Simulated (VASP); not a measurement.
Runs of VASP 6.6.1 on Al2Ru. The structure is that of space group Fddd (No. 70), or close to it. The cells are those of the table. 

| cell | gap on the mesh (eV) | pressure (GPa) | largest force (eV/Å) |
| --- | --- | --- | --- |
| a = 5.650, b = 4.884, c = 4.565 Å, angles 73.4, 55.9, 50.7°, 6 atoms | 0.38 | 2.3 | 0.48 |
| a = 5.765, b = 4.907, c = 4.576 Å, angles 74.8, 55.2, 50.0°, 6 atoms | 0.35 | (b) | 0.24 |
| a = 5.819, b = 4.991, c = 4.659 Å, angles 74.1, 55.6, 50.4°, 6 atoms | 0.38 | -8.5 | 0.46 |
| a = 5.937, b = 5.018, c = 4.674 Å, angles 75.5, 54.9, 49.6°, 6 atoms | - | (a) | 0.21 |

Alike in all rows: task single point; level LDA; potentials or basis VASP PAW LDA potentials, release 64 (Al, Ru_pv); no spin polarisation; k mesh 10 × 10 × 10; cutoff (eV) 520; smearing gaussian 0.03 eV.

Question: Estimate the missing entries.

Answer: (a) -9.4; (b) 0.8.

Caveats: the stress differs along the axes, from -19 to 14 GPa (at least some runs); the stress differs along the axes, from -11 to 7 GPa (at least some runs); the stress differs along the axes, from -23 to 0 GPa (at least some runs); the stress differs along the axes, from -14 to -6 GPa (at least some runs).

A k mesh can miss the band edges, and the runs leave out spin-orbit coupling on Ru.
